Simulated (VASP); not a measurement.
A run of VASP 6.6.1:

INCAR

```
SYSTEM = NbP
PREC = Accurate
ENCUT = 520
EDIFF = 1E-7
ISMEAR = 0
SIGMA = 0.1
LREAL = .False.
LASPH = .True.
NELM = 100
ALGO = Normal
ISIF = 2
LWAVE = .False.
LCHARG = .True.
GGA = PS
LELF = .True.
LVHAR = .True.
NBANDS = 46
```

File KPOINTS:

```
Automatic mesh
0
Gamma
  10 10 4
  0 0 0
```

POSCAR

```
NbP
1.0
    3.3866550376      0.0000000000      0.0000000000
    0.0000000000      3.2955231001      0.0000000000
    0.0000000000      0.0000000000     11.2275947134
Nb P
4 4
Direct
    0.5000000000      0.5000000000      0.0008668149
    0.0000000000      0.5000000000      0.7500404045
    0.0000000000      0.0000000000      0.5008668149
    0.5000000000      0.0000000000      0.2500404045
    0.0000000000      0.0000000000      0.0826791925
    0.5000000000      0.0000000000      0.8316707380
    0.5000000000      0.5000000000      0.5826791925
    0.0000000000      0.5000000000      0.3316707380
```

Potentials or basis: VASP PAW PBE potentials, release 64 (Nb_sv, P).

Command:

```sh
$ cat potpaw_PBE.64/Nb_sv/POTCAR potpaw_PBE.64/P/POTCAR > POTCAR
$ mpirun -np 1 vasp_std > vasp.out
```

Hardware: 1 thread of Intel(R) Xeon(R) 6975P-C (Granite Rapids), on a shared host.

Task: Estimate the wall time of this run.

Result: Wall time 7.7 min on 1 thread of Intel(R) Xeon(R) 6975P-C (Granite Rapids), on a shared host, peak memory 0.56 GiB. Counts: scf iterations 16, k points 108.
